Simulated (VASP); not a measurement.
Write the native input for VASP 6.6.1 that does the following.

| Quantity | Value |
| --- | --- |
| Task | single point |
| Functional | r2SCAN |
| Potentials or basis | VASP PAW PBE potentials, release 64 (O) |
| Cutoff | 520 eV |
| k mesh | 6 × 4 × 6 |
| Occupations | gaussian, width 0.01 eV |
| Spin | no spin polarisation |
| Dipole correction | no |
| Further INCAR settings | ALGO = Normal; EDIFF = 1e-07; NBANDS = 20 |

The system is O.

```xyz
4
Lattice="4.0423 0.0000 -0.0511 0.0000 4.0262 0.0000 -1.0646 0.0000 2.7914" Properties=species:S:1:pos:R:3 pbc="T T T"
O     0.6603    2.7547    1.8535
O     1.7851    2.7547    2.2825
O     2.3174    1.2715    0.8868
O     1.1926    1.2715    0.4578
```

One way to write it, as run:

POSCAR

```
O
1.0
    4.0422515653      0.0000000000     -0.0511313397
    0.0000000000      4.0261632083      0.0000000000
   -1.0645947909      0.0000000000      2.7914438857
O
4
Direct
    0.3398634887      0.6842025571      0.6702336616
    0.6601365113      0.6842025571      0.8297663384
    0.6601365113      0.3157974429      0.3297663384
    0.3398634887      0.3157974429      0.1702336616
```

INCAR.step1

```
SYSTEM = O
  ALGO = Normal
  EDIFF = 1E-4
  ENCUT = 520
  GGA = PE
  ISMEAR = 0
  LASPH = .TRUE.
  LCHARG = .FALSE.
  LREAL = .FALSE.
  LWAVE = .TRUE.
  NBANDS = 20
  NELM = 80
  PREC = Accurate
  SIGMA = 0.01
```

INCAR.step2

```
SYSTEM = O
  ALGO = Normal
  EDIFF = 1E-7
  ENCUT = 520
  ISIF = 2
  ISMEAR = 0
  ISTART = 1
  LASPH = .TRUE.
  LCHARG = .FALSE.
  LMIXTAU = .TRUE.
  LREAL = .FALSE.
  LWAVE = .FALSE.
  METAGGA = R2SCAN
  NBANDS = 20
  NELM = 80
  PREC = Accurate
  SIGMA = 0.01
```

KPOINTS

```
k-points
0
G
  6 4 6
  0 0 0
```

Potentials or basis: VASP PAW PBE potentials, release 64 (O).

The run is started by

```console
$ cat potpaw_PBE.64/O/POTCAR > POTCAR
$ cp INCAR.step1 INCAR
$ mpirun -np 1 vasp_std > vasp.out
$ cp INCAR.step2 INCAR
$ mpirun -np 1 vasp_std > vasp.out
```

It gave:

The pressure is 4.8 GPa. The largest force is 1.453 eV/Å and the band gap on the k mesh is 0.99 eV (least direct gap 1.03 eV).

Caveat: the standard files for N, O and F lose accuracy on very short bonds; spin is off for a triplet molecule; the stress differs along the axes, from 1 to 11 GPa; the PAW data sets were made with another functional, which shifts forces and pressure a little.

Wall time 2.5 min on 1 thread of Intel Xeon 8259CL, on a shared host, peak memory 0.17 GiB.
